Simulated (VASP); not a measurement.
A run of VASP 6.6.1 is set up as follows.

INCAR

```
SYSTEM = CdS
ALGO = Normal
EDIFF = 1E-6
ENCUT = 630
GGA_COMPAT = .FALSE.
ISIF = 2
ISMEAR = -1
LASPH = .TRUE.
LCHARG = .TRUE.
LORBIT = 11
LORBMOM = .TRUE.
LREAL = .FALSE.
LSORBIT = .TRUE.
LVHAR = .TRUE.
LWAVE = .FALSE.
MAGMOM = 0 0 0 0 0 0
NBANDS = 38
NELM = 200
PREC = Accurate
SIGMA = 0.05
```

KPOINTS

```
k-points
0
G
  5 5 4
  0 0 0
```

The input POSCAR:

```
CdS
1.0
    4.2611695877      0.0000000000      0.0000000000
   -2.1305847939      3.6902811128      0.0000000000
    0.0000000000      0.0000000000      5.8041729400
Cd S
1 1
Direct
    0.0000000000      0.0000000000      0.4426919200
    0.6666666667      0.3333333333      0.4343080800
```

Potentials or basis: VASP PAW LDA potentials, release 64 (Cd_sv_GW, S).

Command:

```sh
$ cat potpaw_LDA.64/Cd_sv_GW/POTCAR potpaw_LDA.64/S/POTCAR > POTCAR
$ mpirun -np 1 vasp_ncl > vasp.out
```

Problem. What does it give for the net moment?

Solution. 0.00 μB per cell.

Problem. Predict the largest force.

Solution. 0.025 eV/Å.

Forces in eV/Å, atoms in the order of the input:
```
Cd   0.000  0.000 -0.025
S    0.000  0.000  0.025
```
